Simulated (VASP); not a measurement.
# Ni (Fm-3m) in VASP: single point with LDA

Aim: the single point of Ni with LDA.

Everything below comes from runs of VASP 6.6.1. Logs are shortened: lines on timing, memory, paths and dates and some standing lists are left out, and cuts for length are marked.

## (1) The cell of the first run

Symmetry: Fm-3m, No. 225, cubic system. Conventional cell: a = 3.424 Å, b = 3.424 Å, c = 3.424 Å, α = 90.00°, β = 90.00°, γ = 90.00°. Ni (site symmetry m-3m) has 12 Ni at 2.42 Å within 3.2 Å.

## (2) Single point, LDA, collinear spin, ferromagnetic start

File INCAR:

```
SYSTEM = Ni
PREC = Accurate
ENCUT = 520
EDIFF = 1E-7
ISMEAR = 0
SIGMA = 0.15
LREAL = .FALSE.
LASPH = .TRUE.
NELM = 150
ALGO = Normal
ISIF = 2
LWAVE = .FALSE.
LCHARG = .FALSE.
ISPIN = 2
MAGMOM = 0.7
LORBIT = 11
LMAXMIX = 4
GGA = CA
NBANDS = 15
```

File KPOINTS:

```
Automatic mesh
0
G
  22 22 22
  0 0 0
```

File POSCAR:

```
Ni
1.0
    0.0000000000      1.7121260318      1.7121260318
    1.7121260318      0.0000000000      1.7121260318
    1.7121260318      1.7121260318      0.0000000000
Ni
1
Direct
    0.0000000000      0.0000000000      0.0000000000
```

Potentials or basis: VASP PAW LDA potentials, release 64 (Ni).

Command:

```
$ cat potpaw_LDA.64/Ni/POTCAR > POTCAR
$ mpirun -np 1 vasp_std > vasp.out
```

OUTCAR:

```text
SYSTEM = Ni
   PREC = Accurate
   ENCUT = 520
   EDIFF = 1E-7
   ISMEAR = 0
   LREAL = .FALSE.
   LASPH = .TRUE.
   NELM = 150
   ISIF = 2
   ISPIN = 2
   LORBIT = 11
   GGA = CA

 ion  position               nearest neighbor table
   1  0.000  0.000  0.000-

  LATTYP: Found a face centered cubic cell.
 ALAT       =     3.4242520636

  Lattice vectors:

 A1 = (   0.0000000000,   1.7121260318,   1.7121260318)
 A2 = (   1.7121260318,   0.0000000000,   1.7121260318)
 A3 = (   1.7121260318,   1.7121260318,   0.0000000000)

Analysis of symmetry for initial positions (statically):
=====================================================================
 Subroutine PRICEL returns:
 Original cell was already a primitive cell.

 Routine SETGRP: Setting up the symmetry group for a
 face centered cubic supercell.

 Subroutine GETGRP returns: Found 48 space group operations
 (whereof 48 operations were pure point group operations)
 out of a pool of 48 trial point group operations.

The static configuration has the point symmetry O_h .

Analysis of symmetry for dynamics (positions and initial velocities):
=====================================================================
 Subroutine PRICEL returns:
 Original cell was already a primitive cell.

 Routine SETGRP: Setting up the symmetry group for a
 face centered cubic supercell.

 Subroutine GETGRP returns: Found 48 space group operations
 (whereof 48 operations were pure point group operations)
 out of a pool of 48 trial point group operations.

The dynamic configuration has the point symmetry O_h .

Analysis of structural, dynamic, and magnetic symmetry:
=====================================================================
 Subroutine PRICEL returns:
 Original cell was already a primitive cell.

 Routine SETGRP: Setting up the symmetry group for a
 face centered cubic supercell.

 Subroutine GETGRP returns: Found 48 space group operations
 (whereof 48 operations were pure point group operations)
 out of a pool of 48 trial point group operations.

The overall configuration has the point symmetry O_h .

 Subroutine INISYM returns: Found 48 space group operations
 (whereof 48 operations are pure point group operations),
 and found     1 'primitive' translations

----------------------------------------------------------------------------------------

                                     Primitive cell

  volume of cell :      10.0378

  direct lattice vectors                    reciprocal lattice vectors
     0.000000000  1.712126032  1.712126032    -0.292034576  0.292034576  0.292034576
     1.712126032  0.000000000  1.712126032     0.292034576 -0.292034576  0.292034576
     1.712126032  1.712126032  0.000000000     0.292034576  0.292034576 -0.292034576

  length of vectors
     2.421311855  2.421311855  2.421311855     0.505818723  0.505818723  0.505818723

  position of ions in fractional coordinates (direct lattice)
     0.000000000  0.000000000  0.000000000

  ion indices of the primitive-cell ions
   primitive index   ion index
                 1           1

----------------------------------------------------------------------------------------

 KPOINTS: Automatic mesh

Automatic generation of k-mesh.
 Grid dimensions read from file:
 generate k-points for:   22   22   22

 Generating k-lattice:

  Cartesian coordinates                     Fractional coordinates (reciprocal lattice)
    -0.013274299  0.013274299  0.013274299     0.045454545  0.000000000  0.000000000
     0.013274299 -0.013274299  0.013274299     0.000000000  0.045454545  0.000000000
     0.013274299  0.013274299 -0.013274299     0.000000000  0.000000000  0.045454545

  Length of vectors
     0.022991760  0.022991760  0.022991760

  Shift w.r.t. Gamma in fractional coordinates (k-lattice)
     0.000000000  0.000000000  0.000000000

 Subroutine IBZKPT returns following result:
 ===========================================

 Found    328 irreducible k-points:

 Following reciprocal coordinates:
            Coordinates               Weight
  0.000000  0.000000  0.000000      1.000000
  0.045455  0.000000  0.000000      8.000000
  0.090909  0.000000  0.000000      8.000000
  0.136364  0.000000  0.000000      8.000000
  0.181818  0.000000  0.000000      8.000000
  0.227273  0.000000  0.000000      8.000000
[... 16 lines left out ...]
  0.500000  0.045455  0.000000     24.000000
 -0.454545  0.045455  0.000000     24.000000
 [... further k-points ...]
   k-points           NKPTS =    328   k-points in BZ     NKDIM =    328   number of bands    NBANDS=     15
   number of dos      NEDOS =    301   number of ions     NIONS =      1
   total plane-waves  NPLWV =   5832
   dimension x,y,z NGX =    18 NGY =   18 NGZ =   18
   dimension x,y,z NGXF=    36 NGYF=   36 NGZF=   36
   ions per type =               1
   NGX,Y,Z   is equivalent  to a cutoff of  12.36, 12.36, 12.36 a.u.
   NGXF,Y,Z  is equivalent  to a cutoff of  24.72, 24.72, 24.72 a.u.
 SYSTEM =  Ni
   PREC   = accura    normal or accurate (medium, high low for compatibility)
   ISTART =      0    job   : 0-new  1-cont  2-samecut
   ICHARG =      2    charge: 1-file 2-atom 10-const
   ISPIN  =      2    spin polarized calculation?
   LNONCOLLINEAR =      F non collinear calculations
   LSORBIT =      F    spin-orbit coupling
   LASPH  =      T    aspherical Exc in radial PAW
   ENCUT  =  520.0 eV  38.22 Ry    6.18 a.u.   4.50  4.50  4.50*2*pi/ulx,y,z
   NELM   =    150;   NELMIN=  2; NELMDL= -5     # of ELM steps
   EDIFF  = 0.1E-06   stopping-criterion for ELM
   LREAL  =      F    real-space projection
   EDIFFG = 0.1E-05   stopping-criterion for IOM
   NSW    =      0    number of steps for IOM
   IBRION =     -1    ionic relax: 0-MD 1-quasi-New 2-CG
   NFREE  =      0    steps in history (QN), initial steepest desc. (CG)
   ISIF   =      2    stress and relaxation
   ISYM   =      2    0-nonsym 1-usesym 2-fastsym
   POTIM  = 0.5000    time-step for ionic-motion
   TEBEG  =    0.0;   TEEND  =   0.0 temperature during run
   PSTRESS=    0.0 pullay stress
   NELECT =      10.0000    total number of electrons
   NUPDOWN=      -1.0000    fix difference up-down
   EMIN   =  10.00;   EMAX   =-10.00  energy-range for DOS
   EFERMI =   0.00;   METHOD = LEGACY
   ISMEAR =     0;   SIGMA  =   0.15  broadening in eV -4-tet -1-fermi 0-gaus
   EFERMI_NEDOS =   21; number of points for ismear=-14 and -15
   IALGO  =     38    algorithm
   IMIX   =      4    mixing-type and parameters
     AMIX     =   0.40;   BMIX     =  1.00
     AMIX_MAG =   1.60;   BMIX_MAG =  1.00
  volume/ion in A,a.u.               =      10.04        67.74
  Fermi-wavevector in a.u.,A,eV,Ry     =   1.635043  3.089783 36.373334  2.673365
  Thomas-Fermi vector in A             =   2.726581
   LORBIT       =     11    0 simple, 1 ext, 2 COOP (PROOUT), +10 PAW based schemes
   GGA     = CA    functional components
   LHFCALC =     F    Hartree Fock is set to
   AEXX    =    0.0000 exact exchange contribution
   IVDW    =     0    specifies the selected vdW correction
   LEPSILON=     F    determine dielectric tensor
   LRPA    =     F    only Hartree local field effects (RPA)
 spin polarized calculation
 Gauss-broadening in eV      SIGMA  =   0.15
  energy-cutoff  :      520.00
  volume of cell :       10.04
 maximum number of plane-waves:       290
 NGX is ok and might be reduce to    18
   NGX =  9   NGY =  9   NGZ =  9

 number of electron      10.0000000 magnetization       0.7000000

 number of electron       9.9999991 magnetization       0.5660091

 Free energy of the ion-electron system (eV)
  ---------------------------------------------------
  ext. energy  EPLUGINS =         0.00000000
  ---------------------------------------------------
  free energy    TOTEN  =        -6.58827791 eV

  energy without entropy =       -6.56800373  energy(sigma->0) =       -6.57814082

 E-fermi :  10.2177     XC(G=0): -14.0963

 val. band max:       10.2164035136   @ k =   0.4545   0.4091   0.0000
 cond. band min:      10.2185084095   @ k =   0.5000   0.2727   0.0909
 fundamental gap:      0.0021048959
 Fermi energy:        10.2176744033

 spin component 1

 k-point     1 :       0.0000    0.0000    0.0000
  band No.  band energies     occupation
      1       0.6697      1.00000
      2       7.6788      1.00000
      3       7.6788      1.00000
      4       7.6788      1.00000
      5       8.9717      1.00000
      6       8.9717      1.00000
      7      34.6786      0.00000
      8      39.0797      0.00000
      9      39.0797      0.00000
     10      39.0797      0.00000
     11      42.3469      0.00000
     12      42.3469      0.00000
     13      42.3469      0.00000
     14      45.3063      0.00000
     15      52.2538      0.00000
[... 397 lines left out ...]
 k-point    24 :      -0.4545    0.0455    0.0000
  band No.  band energies     occupation
      1       5.0225      1.00000
      2       7.6357      1.00000
      3       7.7034      1.00000
      4       9.0824      1.00000
      5       9.7137      1.00000
      6      10.4201      0.02815
      7      16.8099      0.00000
      8      32.7685      0.00000
      9      35.2707      0.00000
     10      35.9539      0.00000
     11      39.6510      0.00000
     12      40.3542      0.00000
     13      46.4496      0.00000
     14      55.7457      0.00000
     15      57.6400      0.00000

 [... further k-points ...]

 spin component 2

 k-point     1 :       0.0000    0.0000    0.0000
  band No.  band energies     occupation
      1       0.7128      1.00000
      2       8.2584      1.00000
      3       8.2584      1.00000
      4       8.2584      1.00000
      5       9.5058      1.00000
      6       9.5058      1.00000
      7      34.6672      0.00000
      8      39.1240      0.00000
      9      39.1240      0.00000
     10      39.1240      0.00000
     11      42.5092      0.00000
     12      42.5092      0.00000
     13      42.5092      0.00000
     14      45.2882      0.00000
     15      52.4352      0.00000
[... 397 lines left out ...]
 k-point    24 :      -0.4545    0.0455    0.0000
  band No.  band energies     occupation
      1       5.3751      1.00000
      2       8.1489      1.00000
      3       8.2244      1.00000
      4       9.3591      1.00000
      5      10.3294      0.14608
      6      10.8187      0.00000
      7      17.1597      0.00000
      8      32.7759      0.00000
      9      35.3749      0.00000
     10      36.0692      0.00000
     11      39.7756      0.00000
     12      40.4659      0.00000
     13      46.6370      0.00000
     14      56.9362      0.00000
     15      57.7587      0.00000

 [... further k-points ...]
[... 5 lines left out ...]
  --------------------------------------------------------------------------------------
  -------------------------------------------------------------------------------------
  Total       -0.0141129     -0.0141129     -0.0141129     -0.0000000     -0.0000000      0.0000000
  in kB       -2.2526246     -2.2526246     -2.2526246     -0.0000000     -0.0000000      0.0000000
  external PRESSURE =      -2.2526246 kB  Pullay stress =       0.0000000 kB

 VOLUME and BASIS-vectors are now :
 -----------------------------------------------------------------------------
  energy-cutoff  :      520.00
  volume of cell :       10.04
      direct lattice vectors                 reciprocal lattice vectors
     0.000000000  1.712126032  1.712126032    -0.292034576  0.292034576  0.292034576
     1.712126032  0.000000000  1.712126032     0.292034576 -0.292034576  0.292034576
     1.712126032  1.712126032  0.000000000     0.292034576  0.292034576 -0.292034576

 POSITION                                       TOTAL-FORCE (eV/Angst)
 -----------------------------------------------------------------------------------
      0.00000      0.00000      0.00000         0.000000      0.000000      0.000000
 -----------------------------------------------------------------------------------
    total drift:                               -0.000000      0.000000      0.000000

  FREE ENERGIE OF THE ION-ELECTRON SYSTEM (eV)
  ---------------------------------------------------
  free  energy   TOTEN  =        -6.5882779063 eV

  energy  without entropy=       -6.5680037272  energy(sigma->0) =       -6.57814082

 total charge

# of ion       s       p       d       tot
------------------------------------------
    1        0.535   0.571   8.369   9.475

 magnetization (x)

# of ion       s       p       d       tot
------------------------------------------
    1       -0.005  -0.018   0.590   0.566
```

It took 46 s on 1 thread of Intel Xeon 6975P-C (Granite Rapids), shared host; peak memory 0.17 GiB.

Results:

| Item | Value |
| --- | --- |
| Free energy | -6.5883 eV |
| Pressure | -0.2 GPa |
| Net moment | 0.57 μB per cell |
| Site moments | Ni +0.57 μB |
| Valence electrons inside the program's atomic spheres | Ni 9.47 |
